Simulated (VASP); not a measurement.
# TaMnB4 (P6/mmm) in VASP: a series of runs

Runs on TaMnB4. Level: PBE. Tasks: single point, relaxation of cell and atoms.

All numbers are computed with VASP 6.6.1; they aren't measurements. Logs are shortened: lines on timing, memory, paths and dates and some standing lists are left out, and cuts for length are marked.

## (1) The cell of the first run

The structure is hexagonal, space group P6/mmm (No. 191). The conventional cell has a = 3.011 Å, b = 3.011 Å, c = 6.361 Å, α = 90.00°, β = 90.00°, γ = 120.00°. Ta (site symmetry 6/mmm) has 12 B at 2.33 Å and 6 Ta at 3.01 Å and 2 Mn at 3.18 Å within 3.2 Å. Within 3.2 Å of Mn (site symmetry 6/mmm) lie 12 B at 2.38 Å and 6 Mn at 3.01 Å and 2 Ta at 3.18 Å. Within 2.4 Å of B (site symmetry 3m) lie 3 B at 1.74 Å and 3 Ta at 2.33 Å and 3 Mn at 2.38 Å.

The cell was built from a structure type or drawn by symmetry, and may not be a known phase.

## (2) Single point, PBE, collinear spin, ferromagnetic start

INCAR reads:

```
PREC = Accurate
ENCUT = 520
EDIFF = 1E-6
ISMEAR = 0
SIGMA = 0.1
LREAL = False
LASPH = True
NELM = 150
ALGO = Normal
ISIF = 2
LWAVE = False
LCHARG = False
ISPIN = 2
MAGMOM = 0 4 0 0 0 0
LORBIT = 11
LMAXMIX = 4
GGA = PE
NBANDS = 31
```

KPOINTS reads:

```
Automatic mesh
0
Gamma
  6 6 4
```

POSCAR reads:

```
TaMnB4
1.0
    3.0109374200      0.0000000000      0.0000000000
   -1.5054687100      2.6075483000      0.0000000000
    0.0000000000      0.0000000000      6.3614193300
Ta Mn B
1 1 4
Direct
    0.0000000000      0.0000000000      0.5000000000
    0.0000000000      0.0000000000      0.0000000000
    0.3333333300      0.6666666700      0.7438020100
    0.3333333300      0.6666666700      0.2561979900
    0.6666666700      0.3333333300      0.7438020100
    0.6666666700      0.3333333300      0.2561979900
```

Potentials or basis: VASP PAW PBE potentials, release 64 (Ta_pv, Mn_pv, B).

Started as:

```
$ cat potpaw_PBE.64/Ta_pv/POTCAR potpaw_PBE.64/Mn_pv/POTCAR potpaw_PBE.64/B/POTCAR > POTCAR
$ mpirun -np 1 vasp_std > vasp.out
```

OUTCAR:

```text
PREC = Accurate
   ENCUT = 520
   EDIFF = 1E-6
   ISMEAR = 0
   LREAL = False
   LASPH = True
   NELM = 150
   ISIF = 2
   ISPIN = 2
   LORBIT = 11
   GGA = PE

 ion  position               nearest neighbor table
   1  0.000  0.000  0.500-   3 2.33   4 2.33   5 2.33   6 2.33   5 2.33   6 2.33   3 2.33   4 2.33
                             5 2.33   6 2.33   3 2.33   4 2.33   2 3.18   2 3.18
   2  0.000  0.000  0.000-   3 2.38   4 2.38   5 2.38   6 2.38   5 2.38   6 2.38   3 2.38   4 2.38
                             5 2.38   6 2.38   3 2.38   4 2.38   1 3.18   1 3.18
   3  0.333  0.667  0.744-   5 1.74   5 1.74   5 1.74   1 2.33   1 2.33   1 2.33   2 2.38   2 2.38
                             2 2.38
   4  0.333  0.667  0.256-   6 1.74   6 1.74   6 1.74   1 2.33   1 2.33   1 2.33   2 2.38   2 2.38
                             2 2.38
   5  0.667  0.333  0.744-   3 1.74   3 1.74   3 1.74   1 2.33   1 2.33   1 2.33   2 2.38   2 2.38
                             2 2.38
   6  0.667  0.333  0.256-   4 1.74   4 1.74   4 1.74   1 2.33   1 2.33   1 2.33   2 2.38   2 2.38
                             2 2.38

  LATTYP: Found a hexagonal cell.
 ALAT       =     3.0109374200
 C/A-ratio  =     2.1127703577

  Lattice vectors:

 A1 = (   3.0109374200,   0.0000000000,   0.0000000000)
 A2 = (  -1.5054687100,   2.6075483000,   0.0000000000)
 A3 = (   0.0000000000,   0.0000000000,   6.3614193300)

Analysis of symmetry for initial positions (statically):
=====================================================================
 Subroutine PRICEL returns:
 Original cell was already a primitive cell.

 Routine SETGRP: Setting up the symmetry group for a
 hexagonal supercell.

 Subroutine GETGRP returns: Found 24 space group operations
 (whereof 24 operations were pure point group operations)
 out of a pool of 24 trial point group operations.

The static configuration has the point symmetry D_6h.

Analysis of symmetry for dynamics (positions and initial velocities):
=====================================================================
 Subroutine PRICEL returns:
 Original cell was already a primitive cell.

 Routine SETGRP: Setting up the symmetry group for a
 hexagonal supercell.

 Subroutine GETGRP returns: Found 24 space group operations
 (whereof 24 operations were pure point group operations)
 out of a pool of 24 trial point group operations.

The dynamic configuration has the point symmetry D_6h.

Analysis of structural, dynamic, and magnetic symmetry:
=====================================================================
 Subroutine PRICEL returns:
 Original cell was already a primitive cell.

 Routine SETGRP: Setting up the symmetry group for a
 hexagonal supercell.

 Subroutine GETGRP returns: Found 24 space group operations
 (whereof 24 operations were pure point group operations)
 out of a pool of 24 trial point group operations.

The overall configuration has the point symmetry D_6h.

 Subroutine INISYM returns: Found 24 space group operations
 (whereof 24 operations are pure point group operations),
 and found     1 'primitive' translations

----------------------------------------------------------------------------------------

                                     Primitive cell

  volume of cell :      49.9446

  direct lattice vectors                    reciprocal lattice vectors
     3.010937420  0.000000000  0.000000000     0.332122479  0.191751002  0.000000000
    -1.505468710  2.607548300  0.000000000     0.000000000  0.383502005  0.000000000
     0.000000000  0.000000000  6.361419330     0.000000000  0.000000000  0.157197623

  length of vectors
     3.010937420  3.010937424  6.361419330     0.383502005  0.383502005  0.157197623

  position of ions in fractional coordinates (direct lattice)
     0.000000000  0.000000000  0.500000000
     0.000000000  0.000000000  0.000000000
     0.333333330  0.666666670  0.743802010
     0.333333330  0.666666670  0.256197990
     0.666666670  0.333333330  0.743802010
     0.666666670  0.333333330  0.256197990

  ion indices of the primitive-cell ions
   primitive index   ion index
                 1           1
[... 38 lines left out ...]
  0.166667  0.166667  0.000000      6.000000
  0.333333  0.166667  0.000000     12.000000
[... 13 lines left out ...]
  0.333333  0.166667  0.500000     12.000000
  0.333333  0.333333  0.500000      2.000000
   k-points           NKPTS =     21   k-points in BZ     NKDIM =     21   number of bands    NBANDS=     31
   number of dos      NEDOS =    301   number of ions     NIONS =      6
   total plane-waves  NPLWV =  27648
   dimension x,y,z NGX =    24 NGY =   24 NGZ =   48
   dimension x,y,z NGXF=    48 NGYF=   48 NGZF=   96
   ions per type =               1   1   4
   NGX,Y,Z   is equivalent  to a cutoff of  13.25, 13.25, 12.54 a.u.
   NGXF,Y,Z  is equivalent  to a cutoff of  26.50, 26.50, 25.09 a.u.
 SYSTEM =  unknown system
   PREC   = accura    normal or accurate (medium, high low for compatibility)
   ISTART =      0    job   : 0-new  1-cont  2-samecut
   ICHARG =      2    charge: 1-file 2-atom 10-const
   ISPIN  =      2    spin polarized calculation?
   LNONCOLLINEAR =      F non collinear calculations
   LSORBIT =      F    spin-orbit coupling
   LASPH  =      T    aspherical Exc in radial PAW
   ENCUT  =  520.0 eV  38.22 Ry    6.18 a.u.   5.60  5.60 11.83*2*pi/ulx,y,z
   NELM   =    150;   NELMIN=  2; NELMDL= -5     # of ELM steps
   EDIFF  = 0.1E-05   stopping-criterion for ELM
   LREAL  =      F    real-space projection
   EDIFFG = 0.1E-04   stopping-criterion for IOM
   NSW    =      0    number of steps for IOM
   IBRION =     -1    ionic relax: 0-MD 1-quasi-New 2-CG
   NFREE  =      0    steps in history (QN), initial steepest desc. (CG)
   ISIF   =      2    stress and relaxation
   ISYM   =      2    0-nonsym 1-usesym 2-fastsym
   POTIM  = 0.5000    time-step for ionic-motion
   TEBEG  =    0.0;   TEEND  =   0.0 temperature during run
   PSTRESS=    0.0 pullay stress
   NELECT =      36.0000    total number of electrons
   NUPDOWN=      -1.0000    fix difference up-down
   EMIN   =  10.00;   EMAX   =-10.00  energy-range for DOS
   EFERMI =   0.00;   METHOD = LEGACY
   ISMEAR =     0;   SIGMA  =   0.10  broadening in eV -4-tet -1-fermi 0-gaus
   EFERMI_NEDOS =   21; number of points for ismear=-14 and -15
   IALGO  =     38    algorithm
   IMIX   =      4    mixing-type and parameters
     AMIX     =   0.40;   BMIX     =  1.00
     AMIX_MAG =   1.60;   BMIX_MAG =  1.00
  volume/ion in A,a.u.               =       8.32        56.17
  Fermi-wavevector in a.u.,A,eV,Ry     =   1.467843  2.773821 29.314613  2.154563
  Thomas-Fermi vector in A             =   2.583412
   LORBIT       =     11    0 simple, 1 ext, 2 COOP (PROOUT), +10 PAW based schemes
   GGA     = PE    functional components
   LHFCALC =     F    Hartree Fock is set to
   AEXX    =    0.0000 exact exchange contribution
   IVDW    =     0    specifies the selected vdW correction
   LEPSILON=     F    determine dielectric tensor
   LRPA    =     F    only Hartree local field effects (RPA)
 spin polarized calculation
 Gauss-broadening in eV      SIGMA  =   0.10
  energy-cutoff  :      520.00
  volume of cell :       49.94
 maximum number of plane-waves:      1368
 NGX is ok and might be reduce to    24
   NGX = 11   NGY = 11   NGZ = 23

 number of electron      35.9999985 magnetization       2.5760119

 Free energy of the ion-electron system (eV)
  ---------------------------------------------------
  ext. energy  EPLUGINS =         0.00000000
  ---------------------------------------------------
  free energy    TOTEN  =       -50.13817043 eV

  energy without entropy =      -50.13290876  energy(sigma->0) =      -50.13553959

 E-fermi :   9.6557     XC(G=0): -13.2230

 val. band max:        9.6492375481   @ k =   0.0000   0.0000   0.0000
 cond. band min:       9.8336802760   @ k =   0.5000   0.0000   0.0000
 fundamental gap:      0.1844427279
 Fermi energy:         9.6556723818

 spin component 1

 k-point     1 :       0.0000    0.0000    0.0000
  band No.  band energies     occupation
      1     -40.2685      1.00000
      2     -40.0188      1.00000
      3     -40.0188      1.00000
      4     -25.8063      1.00000
      5     -25.1409      1.00000
      6     -25.1409      1.00000
[... 682 lines left out ...]
     29      18.9922      0.00000
     30      18.9922      0.00000
 Fermi energy:         9.6556723818

 spin component 2

 k-point     1 :       0.0000    0.0000    0.0000
  band No.  band energies     occupation
      1     -37.5325      1.00000
      2     -37.2113      1.00000
      3     -37.2113      1.00000
      4     -25.8033      1.00000
      5     -25.1375      1.00000
      6     -25.1375      1.00000
[... 682 lines left out ...]
     29      19.2070      0.00000
     30      19.2070      0.00000
 [bands above 30 left out]

------------------------ aborting loop because EDIFF is reached ----------------------------------------

  FORCE on cell =-STRESS in cart. coord.  units (eV):
  Direction    XX          YY          ZZ          XY          YZ          ZX
  --------------------------------------------------------------------------------------
  -------------------------------------------------------------------------------------
  Total        4.7962482      4.7962482      4.2056188      0.0000000      0.0000000      0.0000000
  in kB      153.8594301    153.8594307    134.9125566      0.0000000      0.0000000      0.0000000
  external PRESSURE =     147.5438058 kB  Pullay stress =       0.0000000 kB

 VOLUME and BASIS-vectors are now :
 -----------------------------------------------------------------------------
  energy-cutoff  :      520.00
  volume of cell :       49.94
      direct lattice vectors                 reciprocal lattice vectors
     3.010937420  0.000000000  0.000000000     0.332122479  0.191751002  0.000000000
    -1.505468710  2.607548300  0.000000000     0.000000000  0.383502005  0.000000000
     0.000000000  0.000000000  6.361419330     0.000000000  0.000000000  0.157197623

 POSITION                                       TOTAL-FORCE (eV/Angst)
 -----------------------------------------------------------------------------------
      0.00000      0.00000      3.18071         0.000000      0.000000      0.000000
      0.00000      0.00000      0.00000         0.000000      0.000000      0.000000
     -0.00000      1.73837      4.73164        -0.000000      0.000000      1.661271
     -0.00000      1.73837      1.62978        -0.000000      0.000000     -1.661271
      1.50547      0.86918      4.73164         0.000000     -0.000000      1.661271
      1.50547      0.86918      1.62978        -0.000000      0.000000     -1.661271
 -----------------------------------------------------------------------------------
    total drift:                               -0.000000     -0.000000      0.000000

  FREE ENERGIE OF THE ION-ELECTRON SYSTEM (eV)
  ---------------------------------------------------
  free  energy   TOTEN  =       -50.1381704286 eV

  energy  without entropy=      -50.1329087565  energy(sigma->0) =      -50.13553959

 total charge

# of ion       s       p       d       tot
------------------------------------------
    1        0.313   6.302   2.680   9.295
    2        0.237   6.272   5.192  11.701
    3        0.681   1.364   0.000   2.045
    4        0.681   1.364   0.000   2.045
    5        0.681   1.364   0.000   2.045
    6        0.681   1.364   0.000   2.045
--------------------------------------------------
tot          3.274  18.031   7.872  29.177

 magnetization (x)

# of ion       s       p       d       tot
------------------------------------------
    1       -0.000  -0.001   0.003   0.002
    2        0.010   0.015   2.563   2.588
    3       -0.002  -0.003   0.000  -0.005
    4       -0.002  -0.003   0.000  -0.005
    5       -0.002  -0.003   0.000  -0.005
    6       -0.002  -0.003   0.000  -0.005
--------------------------------------------------
tot          0.003   0.001   2.567   2.571
```

Wall time 49 s (1 thread of AMD EPYC 9R14 (Zen 4), shared host); peak memory 0.19 GiB.

What came out:

```
Free energy                                           : -50.1382 eV
Pressure                                              : 14.8 GPa
Largest force                                         : 1.661 eV/Å
Net moment                                            : 2.58 μB per cell
Site moments                                          : Ta +0.00; Mn +2.59; B -0.01 μB
Valence electrons inside the program's atomic spheres : Ta 9.29; Mn 11.70; B 2.04
```

Forces on the atoms (eV/Å):
```
Ta   0.000  0.000  0.000
Mn   0.000  0.000  0.000
B    0.000  0.000  1.661
B    0.000  0.000 -1.661
B    0.000  0.000  1.661
B    0.000  0.000 -1.661
```

Levels at points of the mesh, in eV from the Fermi level:
Spin up:
| k point | band 16 | band 17 | band 18 | band 19 | band 20 | band 21 | band 22 | band 23 |
| --- | --- | --- | --- | --- | --- | --- | --- | --- |
| (0.00, 0.00, 0.00) | -2.33 | -2.33 | -1.72 | -1.72 | -0.78 | -0.01 | -0.01 | 2.90 |
| (0.50, 0.00, 0.00) | -4.27 | -1.60 | -1.36 | -1.29 | 1.57 | 1.96 | 1.99 | 3.89 |
| (0.00, 0.00, 0.50) | -2.39 | -2.39 | -0.69 | -0.69 | -0.52 | -0.52 | -0.48 | 2.48 |
| (0.50, 0.00, 0.50) | -4.24 | -1.76 | -1.36 | -0.73 | 1.28 | 1.42 | 1.69 | 3.73 |
Spin down:
```
           k point  band 13  band 14  band 15  band 16  band 17  band 18  band 19  band 20  band 21  band 22
(0.00, 0.00, 0.00)    -3.41    -1.68    -1.68    -1.45    -1.45    -0.50    -0.50     0.89     0.89     0.89
(0.50, 0.00, 0.00)    -4.43    -4.36    -4.28    -3.09     0.18     1.31     1.41     2.01     3.02     3.10
(0.00, 0.00, 0.50)    -2.64    -2.64    -0.66    -0.66    -0.53    -0.49    -0.48    -0.48     0.97     0.97
(0.50, 0.00, 0.50)    -4.99    -4.84    -3.82    -2.81     0.37     1.07     1.31     1.56     2.58     2.91
```

Caveat: the k points lie up to 0.40 Å⁻¹ apart; spin-orbit coupling is left out, which moves the levels of the heavy elements; a cell with one magnetic atom can't hold antiferromagnetic order, which such compounds often take; forces of over 1 eV/Å act on the atoms, so gaps and moduli don't describe the material at rest.

## (3) Single point, PBE, collinear spin, ferromagnetic start

This run uses another cell than the first one, of 8.49 Å³/atom.

INCAR reads:

```
SYSTEM = TaMnB4
PREC = Accurate
ENCUT = 520
EDIFF = 1E-6
ISMEAR = 0
SIGMA = 0.1
LREAL = .FALSE.
LASPH = .TRUE.
NELM = 150
ALGO = Normal
ISIF = 2
LWAVE = .FALSE.
LCHARG = .FALSE.
ISPIN = 2
MAGMOM = 0 4 0 0 0 0
LORBIT = 11
LMAXMIX = 4
GGA = PE
NBANDS = 31
```

KPOINTS reads:

```
Automatic mesh
0
G
  6 6 4
  0 0 0
```

POSCAR reads:

```
TaMnB4
1.0
    3.0453268350      0.0000000000      0.0000000000
   -1.5226634175      2.6373304020      0.0000000000
    0.0000000000      0.0000000000      6.3440842264
Ta Mn B
1 1 4
Direct
    0.0000000000      0.0000000000      0.5000000000
    0.0000000000      0.0000000000      0.0000000000
    0.3333333333      0.6666666667      0.7646359668
    0.3333333333      0.6666666667      0.2353640332
    0.6666666667      0.3333333333      0.7646359668
    0.6666666667      0.3333333333      0.2353640332
```

Potentials or basis: VASP PAW PBE potentials, release 64 (Ta_pv, Mn_pv, B).

Started as:

```
$ cat potpaw_PBE.64/Ta_pv/POTCAR potpaw_PBE.64/Mn_pv/POTCAR potpaw_PBE.64/B/POTCAR > POTCAR
$ mpirun -np 1 vasp_std > vasp.out
```

It took 44 s on 1 thread of AMD EPYC 9R14 (Zen 4), shared host; peak memory 0.19 GiB.

It converged, with:

```
Free energy                                           : -50.6141 eV
Pressure                                              : 0.4 GPa
Largest force                                         : 0.007 eV/Å
Net moment                                            : 2.51 μB per cell
Site moments                                          : Ta +0.01; Mn +2.46; B +0.00 μB
Valence electrons inside the program's atomic spheres : Ta 9.05; Mn 11.83; B 1.99
```

Forces in eV/Å, atoms in the order of the input:
```
Ta   0.000  0.000  0.000
Mn   0.000  0.000  0.000
B    0.000  0.000  0.007
B    0.000  0.000 -0.007
B    0.000  0.000  0.007
B    0.000  0.000 -0.007
```

Stress tensor (GPa, compression positive):
```
0.47 0.00 0.00
0.00 0.47 0.00
0.00 0.00 0.30
```

Levels at points of the mesh, in eV from the Fermi level:
Spin up:
```
           k point  band 17  band 18  band 19  band 20  band 21  band 22
(0.00, 0.00, 0.00)    -2.02    -1.62    -1.62    -0.80     0.47     0.47
(0.50, 0.00, 0.00)    -1.57    -1.33    -1.33     1.75     1.84     2.13
(0.00, 0.00, 0.50)    -2.49    -0.77    -0.26    -0.26    -0.06    -0.06
(0.50, 0.00, 0.50)    -1.70    -1.57    -0.31     1.10     1.45     1.87
```
Spin down:
| k point | band 13 | band 14 | band 15 | band 16 | band 17 | band 18 | band 19 | band 20 | band 21 | band 22 |
| --- | --- | --- | --- | --- | --- | --- | --- | --- | --- | --- |
| (0.00, 0.00, 0.00) | -3.15 | -1.56 | -1.56 | -1.55 | -1.55 | -0.76 | -0.76 | 0.90 | 1.04 | 1.04 |
| (0.50, 0.00, 0.00) | -4.37 | -4.37 | -4.34 | -3.48 | 0.15 | 0.95 | 1.31 | 2.17 | 2.74 | 3.24 |
| (0.00, 0.00, 0.50) | -3.09 | -3.09 | -0.97 | -0.97 | -0.80 | -0.29 | -0.23 | -0.23 | 1.32 | 1.32 |
| (0.50, 0.00, 0.50) | -5.00 | -4.92 | -3.57 | -3.26 | 0.45 | 0.95 | 1.29 | 1.37 | 2.22 | 2.95 |

Caveat: the k points lie up to 0.40 Å⁻¹ apart; spin-orbit coupling is left out, which moves the levels of the heavy elements; a cell with one magnetic atom can't hold antiferromagnetic order, which such compounds often take.

(Continued in part 2 of 2.)
